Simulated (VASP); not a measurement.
# LiF in VASP: further runs

LiF is run at these levels: PBE; tasks: single point, relaxation of cell and atoms.

Program: VASP 6.6.1. These are calculated values, not measurements. Logs are shortened: lines on timing, memory, paths and dates and some standing lists are left out, and cuts for length are marked.

## Step 1: The cell of the first run

The structure is hexagonal, space group P-6m2 (No. 187). The conventional cell has a = 2.805 Å, b = 2.805 Å, c = 2.571 Å, α = 90.00°, β = 90.00°, γ = 120.00°. Within 2.7 Å of Li (site symmetry -6m2) lie 6 F at 2.07 Å and 2 Li at 2.57 Å. Within 2.7 Å of F (site symmetry -6m2) lie 6 Li at 2.07 Å and 2 F at 2.57 Å.

## Step 2: Single point, PBE

Contents of INCAR:

```
SYSTEM = LiF
PREC     = Accurate       ! precision mode
ENCUT    = 520            ! plane-wave cutoff, eV
EDIFF    = 1E-6           ! SCF threshold, eV
ISMEAR   = 0              ! smearing method
SIGMA    = 0.02           ! smearing width, eV
LREAL    = .FALSE.        ! projectors in reciprocal space
LASPH    = .TRUE.         ! aspherical terms in the spheres
NELM     = 100            ! most SCF steps
ALGO     = Normal         ! electronic algorithm
ISIF     = 2              ! what is computed and relaxed
LWAVE    = .FALSE.        ! write WAVECAR
LCHARG   = .FALSE.        ! write CHGCAR
GGA      = PE             ! functional
NBANDS   = 12             ! bands
```

Contents of KPOINTS:

```
Automatic mesh
0
G
  12 12 10
  0 0 0
```

Contents of POSCAR:

```
LiF
1.0
    2.8052580184      0.0000000000      0.0000000000
   -1.4026290092      2.4294247081      0.0000000000
    0.0000000000      0.0000000000      2.5709442401
Li F
1 1
Direct
    0.3333333333      0.6666666667      0.0000000000
    0.6666666667      0.3333333333      0.5000000000
```

Potentials or basis: VASP PAW PBE potentials, release 64 (Li_sv, F).

Run with:

```
$ cat potpaw_PBE.64/Li_sv/POTCAR potpaw_PBE.64/F/POTCAR > POTCAR
$ mpirun -np 1 vasp_std > vasp.out
```

OUTCAR:

```text
SYSTEM = LiF
   PREC = Accurate
   ENCUT = 520
   EDIFF = 1E-6
   ISMEAR = 0
   LREAL = .FALSE.
   LASPH = .TRUE.
   NELM = 100
   ISIF = 2
   GGA = PE

 ion  position               nearest neighbor table
   1  0.333  0.667  0.000-   2 2.07   2 2.07   2 2.07   2 2.07   2 2.07   2 2.07
   2  0.667  0.333  0.500-   1 2.07   1 2.07   1 2.07   1 2.07   1 2.07   1 2.07

  LATTYP: Found a hexagonal cell.
 ALAT       =     2.8052580184
 C/A-ratio  =     0.9164733594

  Lattice vectors:

 A1 = (   2.8052580184,   0.0000000000,   0.0000000000)
 A2 = (  -1.4026290092,   2.4294247081,   0.0000000000)
 A3 = (   0.0000000000,   0.0000000000,   2.5709442401)

Analysis of symmetry for initial positions (statically):
=====================================================================
 Subroutine PRICEL returns:
 Original cell was already a primitive cell.

 Routine SETGRP: Setting up the symmetry group for a
 hexagonal supercell.

 Subroutine GETGRP returns: Found 12 space group operations
 (whereof 12 operations were pure point group operations)
 out of a pool of 24 trial point group operations.

The static configuration has the point symmetry D_3h.

Analysis of symmetry for dynamics (positions and initial velocities):
=====================================================================
 Subroutine PRICEL returns:
 Original cell was already a primitive cell.

 Routine SETGRP: Setting up the symmetry group for a
 hexagonal supercell.

 Subroutine GETGRP returns: Found 12 space group operations
 (whereof 12 operations were pure point group operations)
 out of a pool of 24 trial point group operations.

The dynamic configuration has the point symmetry D_3h.

 Subroutine INISYM returns: Found 12 space group operations
 (whereof 12 operations are pure point group operations),
 and found     1 'primitive' translations

----------------------------------------------------------------------------------------

                                     Primitive cell

  volume of cell :      17.5214

  direct lattice vectors                    reciprocal lattice vectors
     2.805258018  0.000000000  0.000000000     0.356473449  0.205810042  0.000000000
    -1.402629009  2.429424708  0.000000000     0.000000000  0.411620083  0.000000000
     0.000000000  0.000000000  2.570944240     0.000000000  0.000000000  0.388962150

  length of vectors
     2.805258018  2.805258018  2.570944240     0.411620083  0.411620083  0.388962150

[... 84 lines left out ...]
   IBRION =     -1    ionic relax: 0-MD 1-quasi-New 2-CG
   NFREE  =      0    steps in history (QN), initial steepest desc. (CG)
   ISIF   =      2    stress and relaxation
   ISYM   =      2    0-nonsym 1-usesym 2-fastsym
   POTIM  = 0.5000    time-step for ionic-motion
   TEBEG  =    0.0;   TEEND  =   0.0 temperature during run
   PSTRESS=    0.0 pullay stress
   NELECT =      10.0000    total number of electrons
   NUPDOWN=      -1.0000    fix difference up-down
   EMIN   =  10.00;   EMAX   =-10.00  energy-range for DOS
   EFERMI =   0.00;   METHOD = LEGACY
   ISMEAR =     0;   SIGMA  =   0.02  broadening in eV -4-tet -1-fermi 0-gaus
   EFERMI_NEDOS =   21; number of points for ismear=-14 and -15
   IALGO  =     38    algorithm
   IMIX   =      4    mixing-type and parameters
     AMIX     =   0.40;   BMIX     =  1.00
     AMIX_MAG =   1.60;   BMIX_MAG =  1.00
  volume/ion in A,a.u.               =       8.76        59.12
  Fermi-wavevector in a.u.,A,eV,Ry     =   1.357954  2.566162 25.089690  1.844040
  Thomas-Fermi vector in A             =   2.484829
   LORBIT       =      0    0 simple, 1 ext, 2 COOP (PROOUT), +10 PAW based schemes
   GGA     = PE    functional components
   LHFCALC =     F    Hartree Fock is set to
   AEXX    =    0.0000 exact exchange contribution
   IVDW    =     0    specifies the selected vdW correction
   LEPSILON=     F    determine dielectric tensor
   LRPA    =     F    only Hartree local field effects (RPA)
 non-spin polarized calculation
 Gauss-broadening in eV      SIGMA  =   0.02
  energy-cutoff  :      520.00
  volume of cell :       17.52
 maximum number of plane-waves:       484
 NGX is ok and might be reduce to    24

 number of electron      10.0000008 magnetization

 Free energy of the ion-electron system (eV)
  ---------------------------------------------------
  ext. energy  EPLUGINS =         0.00000000
  ---------------------------------------------------
  free energy    TOTEN  =        -9.39282396 eV

  energy without entropy =       -9.39282396  energy(sigma->0) =       -9.39282396

 E-fermi :  -0.6590     XC(G=0):  -9.6059

 val. band max:       -0.8035565344   @ k =   0.3333   0.3333   0.0000
 cond. band min:       6.9403955458   @ k =   0.0000   0.0000   0.0000
 fundamental gap:      7.7439520802
 Fermi energy:        -0.6590387397

 k-point     1 :       0.0000    0.0000    0.0000
  band No.  band energies     occupation
      1     -42.6622      2.00000
      2     -21.1306      2.00000
      3      -1.2830      2.00000
      4      -1.2830      2.00000
      5      -1.2336      2.00000
      6       6.9404      0.00000
      7      18.4956      0.00000
      8      18.4956      0.00000
      9      19.1331      0.00000
     10      21.3362      0.00000
     11      26.9435      0.00000
     12      28.1437      0.00000
[... 331 lines left out ...]
 k-point    24 :       0.3333    0.0000    0.1000
  band No.  band energies     occupation
      1     -42.6266      2.00000
      2     -20.8040      2.00000
      3      -3.2275      2.00000
      4      -1.6956      2.00000
      5      -1.2510      2.00000
      6       8.9928      0.00000
      7      15.1487      0.00000
      8      18.5614      0.00000
      9      18.8323      0.00000
     10      21.1733      0.00000
     11      27.7357      0.00000
     12      30.9132      0.00000

 [... further k-points ...]
[... 5 lines left out ...]
  --------------------------------------------------------------------------------------
  -------------------------------------------------------------------------------------
  Total       -0.0463932     -0.0463932     -0.0435679      0.0000000      0.0000000      0.0000000
  in kB       -4.2422493     -4.2422493     -3.9838966      0.0000000      0.0000000      0.0000000
  external PRESSURE =      -4.1561317 kB  Pullay stress =       0.0000000 kB

 VOLUME and BASIS-vectors are now :
 -----------------------------------------------------------------------------
  energy-cutoff  :      520.00
  volume of cell :       17.52
      direct lattice vectors                 reciprocal lattice vectors
     2.805258018  0.000000000  0.000000000     0.356473449  0.205810042  0.000000000
    -1.402629009  2.429424708  0.000000000     0.000000000  0.411620083  0.000000000
     0.000000000  0.000000000  2.570944240     0.000000000  0.000000000  0.388962150

 POSITION                                       TOTAL-FORCE (eV/Angst)
 -----------------------------------------------------------------------------------
     -0.00000      1.61962      0.00000        -0.000000      0.000000      0.000000
      1.40263      0.80981      1.28547         0.000000     -0.000000      0.000000
 -----------------------------------------------------------------------------------
    total drift:                               -0.000000      0.000000      0.000000

  FREE ENERGIE OF THE ION-ELECTRON SYSTEM (eV)
  ---------------------------------------------------
  free  energy   TOTEN  =        -9.3928239567 eV

  energy  without entropy=       -9.3928239567  energy(sigma->0) =       -9.39282396
```

OSZICAR:

```text
N       E                     dE             d eps       ncg     rms          rms(c)
DAV:   1     0.395314671295E+02    0.39531E+02   -0.59792E+03  2824   0.906E+02
DAV:   2    -0.748741519203E+01   -0.47019E+02   -0.45994E+02  3348   0.207E+02
DAV:   3    -0.991880886033E+01   -0.24314E+01   -0.24153E+01  4064   0.383E+01
DAV:   4    -0.996539445692E+01   -0.46586E-01   -0.46581E-01  3148   0.475E+00
DAV:   5    -0.996566027389E+01   -0.26582E-03   -0.26582E-03  3372   0.311E-01    0.467E+00
DAV:   6    -0.938630328161E+01    0.57936E+00   -0.28600E+00  2876   0.101E+01    0.147E+00
DAV:   7    -0.938580102661E+01    0.50225E-03   -0.19363E-02  3500   0.123E+00    0.901E-01
DAV:   8    -0.939245322553E+01   -0.66522E-02   -0.18405E-02  3172   0.138E+00    0.134E-01
DAV:   9    -0.939256242576E+01   -0.10920E-03   -0.10162E-03  3232   0.285E-01    0.636E-02
DAV:  10    -0.939282594148E+01   -0.26352E-03   -0.41933E-04  3048   0.142E-01    0.260E-02
DAV:  11    -0.939282342879E+01    0.25127E-05   -0.15509E-05  3148   0.350E-02    0.658E-03
DAV:  12    -0.939282395667E+01   -0.52788E-06   -0.27489E-06  3176   0.134E-02
   1 F= -.93928240E+01 E0= -.93928240E+01  d E =-.330550E-27
```

It took 44 s on 1 thread of AMD EPYC 7R13, shared host; peak memory 0.11 GiB.

Results:

- Free energy: -9.3928 eV
- Band gap on the k mesh: 7.74 eV, indirect (least direct gap 8.17 eV)

Caveat: the cutoff is under 1.25 times the usual one of these potentials, so pressure, stress and relaxed cells hold a basis-set (Pulay) error. A k mesh can miss the band edges.

## Step 3: Single point, PBE

This run uses another cell than the first one: it holds 6 atoms, not 2.

Contents of INCAR:

```
SYSTEM = LiF
  PREC = Accurate
  ENCUT = 520
  EDIFF = 1E-7
  ISMEAR = 0
  SIGMA = 0.1
  LREAL = .False.
  LASPH = .True.
  NELM = 60
  ALGO = Normal
  ISIF = 2
  LWAVE = .False.
  LCHARG = .False.
  GGA = PE
  NBANDS = 24
```

Contents of KPOINTS:

```
Automatic mesh
0
Gamma
  6 6 4
  0 0 0
```

Contents of POSCAR:

```
LiF
1.0
    4.8575100735      0.0000000000      0.0000000000
   -2.4287550368      4.2067271228      0.0000000000
    0.0000000000      0.0000000000      2.5719193809
Li F
3 3
Direct
    0.0000000000      0.3333284256      0.0001355746
    0.6666715744      0.6666715744      0.0001355746
    0.3333284256      0.0000000000      0.0001355746
    0.3333488094      0.3333488094      0.5002567612
    0.0000000000      0.6666511906      0.5002567612
    0.6666511906      0.0000000000      0.5002567612
```

Potentials or basis: VASP PAW PBE potentials, release 64 (Li_sv, F).

Run with:

```
$ cat potpaw_PBE.64/Li_sv/POTCAR potpaw_PBE.64/F/POTCAR > POTCAR
$ mpirun -np 1 vasp_std > vasp.out
```

OUTCAR:

```text
SYSTEM = LiF
   PREC = Accurate
   ENCUT = 520
   EDIFF = 1E-7
   ISMEAR = 0
   LREAL = .False.
   LASPH = .True.
   NELM = 60
   ISIF = 2
   GGA = PE

 ion  position               nearest neighbor table
   1  0.000  0.333  0.000-   5 2.07   6 2.07   4 2.07   5 2.07   6 2.07   4 2.07
   2  0.667  0.667  0.000-   4 2.07   5 2.07   6 2.07   4 2.07   5 2.07   6 2.07
   3  0.333  0.000  0.000-   6 2.07   5 2.07   4 2.07   6 2.07   5 2.07   4 2.07
   4  0.333  0.333  0.500-   2 2.07   1 2.07   3 2.07   2 2.07   1 2.07   3 2.07
   5  0.000  0.667  0.500-   1 2.07   3 2.07   2 2.07   1 2.07   3 2.07   2 2.07
   6  0.667  0.000  0.500-   3 2.07   1 2.07   2 2.07   3 2.07   1 2.07   2 2.07

  LATTYP: Found a hexagonal cell.
 ALAT       =     4.8575100735
 C/A-ratio  =     0.5294727838

  Lattice vectors:

 A1 = (   4.8575100735,   0.0000000000,   0.0000000000)
 A2 = (  -2.4287550368,   4.2067271228,   0.0000000000)
 A3 = (   0.0000000000,   0.0000000000,   2.5719193809)

Analysis of symmetry for initial positions (statically):
=====================================================================
 Subroutine PRICEL returns:
 Original cell was already a primitive cell.

[... 181 lines left out ...]
 Fermi energy:        -0.2762526217

 k-point     1 :       0.0000    0.0000    0.0000
  band No.  band energies     occupation
      1     -42.6608      2.00000
      2     -42.6134      2.00000
      3     -42.6134      2.00000
      4     -21.1274      2.00000
      5     -20.6854      2.00000
      6     -20.6854      2.00000
[... 637 lines left out ...]
     23      17.8075      0.00000
     24      17.8076      0.00000

------------------------ aborting loop because EDIFF is reached ----------------------------------------

  FORCE on cell =-STRESS in cart. coord.  units (eV):
  Direction    XX          YY          ZZ          XY          YZ          ZX
  --------------------------------------------------------------------------------------
  -------------------------------------------------------------------------------------
  Total       -0.1287016     -0.1287016     -0.1378650      0.0000000     -0.0000000      0.0000000
  in kB       -3.9235479     -3.9235479     -4.2029012      0.0000000     -0.0000000      0.0000000
  external PRESSURE =      -4.0166657 kB  Pullay stress =       0.0000000 kB

 VOLUME and BASIS-vectors are now :
 -----------------------------------------------------------------------------
  energy-cutoff  :      520.00
  volume of cell :       52.56
      direct lattice vectors                 reciprocal lattice vectors
     4.857510074  0.000000000  0.000000000     0.205866789  0.118857246  0.000000000
    -2.428755037  4.206727123  0.000000000     0.000000000  0.237714492  0.000000000
     0.000000000  0.000000000  2.571919381     0.000000000  0.000000000  0.388814676

 POSITION                                       TOTAL-FORCE (eV/Angst)
 -----------------------------------------------------------------------------------
     -0.80957      1.40222      0.00035        -0.000102      0.000177      0.000254
      1.61918      2.80451      0.00035        -0.000102     -0.000177      0.000254
      1.61915      0.00000      0.00035         0.000205     -0.000000      0.000254
      0.80962      1.40231      1.28662        -0.000269     -0.000466     -0.000254
     -1.61913      2.80442      1.28662        -0.000269      0.000466     -0.000254
      3.23826      0.00000      1.28662         0.000539     -0.000000     -0.000254
 -----------------------------------------------------------------------------------
    total drift:                                0.000000      0.000001     -0.000143

  FREE ENERGIE OF THE ION-ELECTRON SYSTEM (eV)
  ---------------------------------------------------
  free  energy   TOTEN  =       -28.1742238378 eV

  energy  without entropy=      -28.1742238378  energy(sigma->0) =      -28.17422384
```

OSZICAR:

```text
N       E                     dE             d eps       ncg     rms          rms(c)
DAV:   1     0.211172188082E+03    0.21117E+03   -0.16109E+04  1152   0.140E+03
DAV:   2    -0.117807415344E+02   -0.22295E+03   -0.21537E+03  1312   0.354E+02
DAV:   3    -0.293422239154E+02   -0.17561E+02   -0.17435E+02  2080   0.770E+01
DAV:   4    -0.298870559507E+02   -0.54483E+00   -0.54442E+00  1424   0.126E+01
DAV:   5    -0.298948360034E+02   -0.77801E-02   -0.77796E-02  1680   0.135E+00    0.810E+00
DAV:   6    -0.281387507610E+02    0.17561E+01   -0.48805E+00  1376   0.151E+01    0.251E+00
DAV:   7    -0.281520322896E+02   -0.13282E-01   -0.21480E-01  1600   0.259E+00    0.165E+00
DAV:   8    -0.281749468355E+02   -0.22915E-01   -0.83334E-02  1448   0.246E+00    0.434E-01
DAV:   9    -0.281732844828E+02    0.16624E-02   -0.13591E-02  1624   0.870E-01    0.119E-01
DAV:  10    -0.281742517822E+02   -0.96730E-03   -0.18972E-03  1296   0.272E-01    0.723E-02
DAV:  11    -0.281742209917E+02    0.30790E-04   -0.17169E-04  1552   0.103E-01    0.641E-03
DAV:  12    -0.281742237947E+02   -0.28030E-05   -0.94518E-06  1416   0.200E-02    0.260E-03
DAV:  13    -0.281742238378E+02   -0.43079E-07   -0.97491E-07  1688   0.711E-03
   1 F= -.28174224E+02 E0= -.28174224E+02  d E =-.151617E-14
```

stdout:

```text
POSCAR found type information on POSCAR LiF
 POSCAR found :  2 types and       6 ions
 scaLAPACK will be used
 LDA part: xc-table for (Slater+PW92), standard interpolation
 POSCAR, INCAR and KPOINTS ok, starting setup
 FFT: planning ... GRIDC
 FFT: planning ... GRID_SOFT
 FFT: planning ... GRID
 WAVECAR not read
 entering main loop
```

Run time: 48 s. Hardware: 1 thread of AMD EPYC 7R13, shared host; peak memory 0.14 GiB.

Results:

```
Free energy            : -28.1742 eV
Band gap on the k mesh : 7.75 eV
```

Caveat: the k points lie up to 0.61 Å⁻¹ apart; the cutoff is under 1.25 times the usual one of these potentials, so pressure, stress and relaxed cells hold a basis-set (Pulay) error. A k mesh can miss the band edges.

## Step 4: Relaxation of cell and atoms, PBE

Contents of INCAR:

```
SYSTEM = LiF
  ALGO = Normal
  EDIFF = 1E-6
  EDIFFG = -0.01
  ENCUT = 600
  GGA = PE
  IBRION = 2
  ISIF = 3
  ISMEAR = 0
  LASPH = .TRUE.
  LCHARG = .FALSE.
  LREAL = .FALSE.
  LWAVE = .FALSE.
  NELM = 60
  NSW = 100
  PREC = Accurate
  SIGMA = 0.02
```

Contents of KPOINTS:

```
k-points
0
G
  12 12 10
  0 0 0
```

Contents of POSCAR:

```
LiF
1.0
    2.8044847485      0.0000000000      0.0000000000
   -1.4022423742      2.4287550367      0.0000000000
    0.0000000000      0.0000000000      2.5719193809
Li F
1 1
Direct
    0.3333333333      0.6666666667      0.0000000000
    0.6666666667      0.3333333333      0.5000000000
```

Run with:

```
$ cat potpaw_PBE.64/Li_sv/POTCAR potpaw_PBE.64/F/POTCAR > POTCAR
$ mpirun -np 1 vasp_std > vasp.out
```

It took 78 s on 1 thread of AMD EPYC 7R13, shared host; peak memory 0.12 GiB.

Results (log left out):

- Free energy: -9.3953 eV
- Relaxed volume: 8.66 Å³/atom
- Relaxed cell: a = 2.795 Å, b = 2.795 Å, c = 2.561 Å, α = 90.00°, β = 90.00°, γ = 120.00°
- Space group after relaxing (to 0.05 Å): P-6m2 (No. 187)
- Energy gained by relaxing: 0.2 meV/atom
- Ionic steps: 3
- Pressure after relaxing: 0.0 GPa
- Band gap on the k mesh: 7.82 eV, indirect (least direct gap 8.26 eV)

Stress tensor (GPa, compression positive):
```
-0.08  0.00  0.00
 0.00 -0.08  0.00
 0.00  0.00  0.16
```

The path:
```tsv
step	energy change (eV)	largest force (eV/Å)	pressure (GPa)	volume (Å³)
1	0.0000	0.0000	-0.71	17.52
2	-0.0003	0.0000	-0.36	17.42
3	-0.0004	0.0000	0.00	17.32
```

Final structure:
```cif
data_structure
_symmetry_space_group_name_H-M 'P 1'
_symmetry_Int_Tables_number 1
_cell_length_a 2.7946
_cell_length_b 2.7946
_cell_length_c 2.5610
_cell_angle_alpha 90.000
_cell_angle_beta 90.000
_cell_angle_gamma 120.000
_cell_volume 17.32
loop_
_atom_site_label
_atom_site_type_symbol
_atom_site_fract_x
_atom_site_fract_y
_atom_site_fract_z
_atom_site_occupancy
Li1 Li 0.33333 0.66667 0.00000 1
F1 F 0.66667 0.33333 0.50000 1
```

Levels at points of the mesh, in eV from the valence-band top:
```
           k point  band 3  band 4  band 5  band 6  band 7  band 8
(0.00, 0.00, 0.00)   -0.49   -0.49   -0.44    7.82   19.40   19.40
(0.50, 0.00, 0.00)   -3.07   -1.10   -0.05   10.15   15.59   19.53
(0.00, 0.00, 0.50)   -3.17   -0.13   -0.13   10.47   13.90   22.16
(0.50, 0.00, 0.50)   -2.78   -2.59   -0.57   11.53   14.58   18.06
```

Caveat: the cutoff is under 1.25 times the usual one of these potentials, so pressure, stress and relaxed cells hold a basis-set (Pulay) error. A k mesh can miss the band edges.

## Step 5: The runs side by side

| task | cell | k mesh | cutoff (eV) | smearing | gap on the mesh (eV) |
| --- | --- | --- | --- | --- | --- |
| single point | a = 2.805, b = 2.805, c = 2.571 Å, angles 90.0, 90.0, 120.0°, 2 atoms | 12 × 12 × 10 | 520 | gaussian 0.02 eV | 7.74 |
| single point | a = 4.858, b = 4.858, c = 2.572 Å, angles 90.0, 90.0, 120.0°, 6 atoms | 6 × 6 × 4 | 520 | gaussian 0.1 eV | 7.75 |
| relaxation of cell and atoms | relaxed from a = 2.804, b = 2.804, c = 2.572 Å, angles 90.0, 90.0, 120.0°, 2 atoms | 12 × 12 × 10 | 600 | gaussian 0.02 eV | 7.82 |

Alike in all rows: level PBE; potentials or basis VASP PAW PBE potentials, release 64 (Li_sv, F); no spin polarisation.

Caveats: some runs use coarse meshes; the cutoff is under 1.25 times the usual one of these potentials, so pressure, stress and relaxed cells hold a basis-set (Pulay) error.

Total energies depend on the potentials used, so only differences within one code and one set of settings carry meaning.
